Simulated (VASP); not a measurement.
Write the native input for VASP 6.6.1 that does the following.

```yaml
Task: relaxation of cell and atoms
Functional: LDA
Potentials_or_basis: VASP PAW LDA potentials, release 64 (Cu)
Cutoff: 600 eV
k_mesh: 20 × 20 × 20
Occupations: fermi-dirac, width 0.15 eV
Spin: no spin polarisation
Dipole_correction: no
Further_INCAR_settings: ALGO = Normal; EDIFF = 1e-06; IBRION = 2; EDIFFG = -0.001; NSW = 80; ISIF = 3
```

The structure of Cu lies in POSCAR:

```
Cu
1.0
    0.0000000000      1.7592131580      1.7592131580
    1.7592131580      0.0000000000      1.7592131580
    1.7592131580      1.7592131580      0.0000000000
Cu
1
Direct
    0.0000000000      0.0000000000      0.0000000000
```

One way to write it, as run:

INCAR

```
PREC     = Accurate       # precision mode
ENCUT    = 600            # plane-wave cutoff, eV
EDIFF    = 1E-6           # SCF threshold, eV
ISMEAR   = -1             # smearing method
SIGMA    = 0.15           # smearing width, eV
LREAL    = F              # projectors in reciprocal space
LASPH    = T              # aspherical terms in the spheres
NELM     = 80             # most SCF steps
ALGO     = Normal         # electronic algorithm
ISIF     = 3              # what is computed and relaxed
LWAVE    = F              # write WAVECAR
LCHARG   = F              # write CHGCAR
IBRION   = 2              # ionic algorithm
NSW      = 80             # ionic steps
EDIFFG   = -0.001         # ionic threshold
```

KPOINTS

```
regular mesh
0
Gamma
  20 20 20
```

Potentials or basis: VASP PAW LDA potentials, release 64 (Cu).

Run with:

```console
$ cat potpaw_LDA.64/Cu/POTCAR > POTCAR
$ mpirun -np 1 vasp_std > vasp.out
```

Results of the run:

```yaml
Relaxed_volume: 10.94 Å³/atom
Relaxed_cell: a = 2.492 Å, b = 2.492 Å, c = 2.492 Å, α = 60.00°, β = 60.00°, γ = 60.00°
Space_group_after_relaxing_to_0.1_Å: Fm-3m (No. 225)
Energy_gained_by_relaxing: 0.2 meV/atom
Ionic_steps: 3
Pressure_after_relaxing: 0.0 GPa
Band_gap_on_the_k_mesh: zero (an odd number of electrons rules out a gap without spin polarisation)
```

It took 73 s on 1 thread of Intel Xeon 8259CL, on a shared host, peak memory 0.15 GiB.
